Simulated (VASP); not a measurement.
HfO2:

```
Hf O
1.0
     0.00000    2.55750    2.55750
     2.55750    0.00000    2.55750
     2.55750    2.55750    0.00000
Hf O
1 2
Cartesian
  0.0000 0.0000 0.0000
  3.8363 3.8363 3.8363
  1.2788 1.2788 1.2788
```

```yaml
Program: VASP 6.6.1
Task: relaxation of cell and atoms
Functional: RPBE
Dispersion: D4
Potentials_or_basis: VASP PAW PBE potentials, release 64 (Hf_pv, O)
Cutoff: 600 eV
k_mesh: 9 × 9 × 9
Occupations: fermi-dirac, width 0.05 eV
Spin: no spin polarisation
```

At the start: pressure -8.4 GPa; volume 11.15 Å³/atom.

Q: Where does the relaxation end?

A: Over 3 steps the energy falls by 10.9 meV/atom and the volume is 10.75 Å³/atom (-3.6 %); space group Fm-3m (No. 225, to 0.1 Å) before and after.

Step by step:
| step | energy change (eV) | largest force (eV/Å) | pressure (GPa) | volume (Å³) |
| --- | --- | --- | --- | --- |
| 1 | 0.0000 | 0.0000 | -8.43 | 33.46 |
| 2 | 0.0308 | 0.0000 | 13.69 | 30.69 |
| 3 | -0.0328 | 0.0000 | -0.10 | 32.26 |

Final structure:
```xyz
3
Lattice="0.0000 2.5268 2.5268 2.5268 0.0000 2.5268 2.5268 2.5268 0.0000" Properties=species:S:1:pos:R:3 pbc="T T T"
Hf    0.0000    0.0000    0.0000
O     3.7902    3.7902    3.7902
O     1.2634    1.2634    1.2634
```

Caveat: the PAW data sets were made with another functional, which shifts forces and pressure a little.
